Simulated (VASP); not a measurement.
Pt, 1 atom in the cell. The structure is cubic, space group Im-3m (No. 229). Conventional cell: a = 3.102 Å, b = 3.102 Å, c = 3.102 Å, α = 90.00°, β = 90.00°, γ = 90.00°. Pt (site symmetry m-3m) has 14 Pt at 2.69 to 3.10 Å within 3.5 Å. This isn't the form of Pt at room conditions, which is fcc.

```yaml
Program: VASP 6.6.1
Task: relaxation of cell and atoms
Functional: LDA
Potentials_or_basis: VASP PAW LDA potentials, release 64 (Pt)
Cutoff: 600 eV
k_mesh: 19 × 19 × 19
Occupations: fermi-dirac, width 0.05 eV
Spin: no spin polarisation
Dipole_correction: no
Further_INCAR_settings: ALGO = Normal; EDIFF = 1e-06; IBRION = 2; EDIFFG = -0.005; NSW = 45; ISIF = 3
```

Potentials or basis: VASP PAW LDA potentials, release 64 (Pt).

Run with:

```console
$ cat potpaw_LDA.64/Pt/POTCAR > POTCAR
$ mpirun -np 1 vasp_std > vasp.out
```

Hardware: 1 thread of AMD EPYC 9R45 96-Core Processor (Zen 5), on a shared host.

Question: Estimate the wall time of this run.

Answer: Wall time 30 s on 1 thread of AMD EPYC 9R45 96-Core Processor (Zen 5), with other jobs on the host, peak memory 0.13 GiB. Counts: scf iterations 21, k points 220, ion steps 3.
